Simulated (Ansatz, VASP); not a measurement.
**Pt: VASP beside Ansatz**

INCAR

```
PREC     = Accurate       # precision mode
ENCUT    = 520            # plane-wave cutoff, eV
EDIFF    = 1E-7           # SCF threshold, eV
ISMEAR   = 0              # smearing method
SIGMA    = 0.15           # smearing width, eV
LREAL    = False          # projectors in reciprocal space
LASPH    = True           # aspherical terms in the spheres
NELM     = 100            # most SCF steps
ALGO     = Fast           # electronic algorithm
ISIF     = 2              # what is computed and relaxed
LWAVE    = False          # write WAVECAR
LCHARG   = False          # write CHGCAR
GGA      = PS             # functional
NBANDS   = 17             # bands
```

Contents of KPOINTS:

```
regular mesh
0
Gamma
  18 18 10
```

POSCAR

```
Pt
1.0
    2.7054523035      0.0000000000      0.0000000000
   -1.3527261517      2.4386226857      0.0000000000
    0.0000000000      0.0000000000      4.7921340000
Pt
2
Direct
    0.6666666667      0.3333333333      0.7500000000
    0.3333333333      0.6666666667      0.2500000000
```

Input for Ansatz:

```yaml
crystal:
  lattice:
    - [2.7054523035, 0.0, 0.0]
    - [-1.3527261517, 2.4386226857, 0.0]
    - [0.0, 0.0, 4.792134]
  atoms:
    - { symbol: Pt, position: [0.6666666667, 0.3333333333, 0.75] }
    - { symbol: Pt, position: [0.3333333333, 0.6666666667, 0.25] }
basis:
  ecutwfc: 420
kpoints:
  mp_grid: { grid: [18, 18, 10] }
hamiltonian:
  xc: pbesol
scf:
  occupations: { method: gaussian, width: 0.15 }
output:
  forces: true
  stress: true
  eigenvalues: true
```

Change from the starting cell: strain -0.0200 x Voigt [1, -1, 0, 0, 0, 0], atoms carried along.

Alike in both runs: task single point; functional PBEsol; k mesh 18 × 18 × 10; occupations gaussian, width 0.15 eV; no spin polarisation.

```csv
,VASP,Ansatz
version,VASP 6.6.1,Ansatz 0.2.0
potentials or method,"VASP PAW PBE potentials, release 64 (Pt), cutoff 520 eV","scalar-relativistic, plane waves, PAW"
valence electrons in the cell,20,36
```

Ansatz gave:

| Property | Result |
| --- | --- |
| gap on the k mesh at the Fermi level (eV) | none |
| pressure (GPa) | -10.3 |
| traceless stress, the component that is largest in VASP (GPa) | 4.90 |
| rms of the force components (eV/Å) | 0.003 |

What did VASP give for the same quantities?

gap on the k mesh at the Fermi level (eV): none; pressure (GPa): -10.7; traceless stress, the component that is largest in VASP (GPa): 4.92; rms of the force components (eV/Å): 0.003.

VASP's potentials were made for PBE, not for PBEsol. Atom by atom the forces differ by 0.000 eV/Å (rms over components). A gap of «none» marks a metal or a gap that the smearing closes. VASP's potentials hold 20 valence electrons a cell and Ansatz's 36, so a difference there can come from the potentials and not from the codes.

Spin-orbit coupling is off throughout.
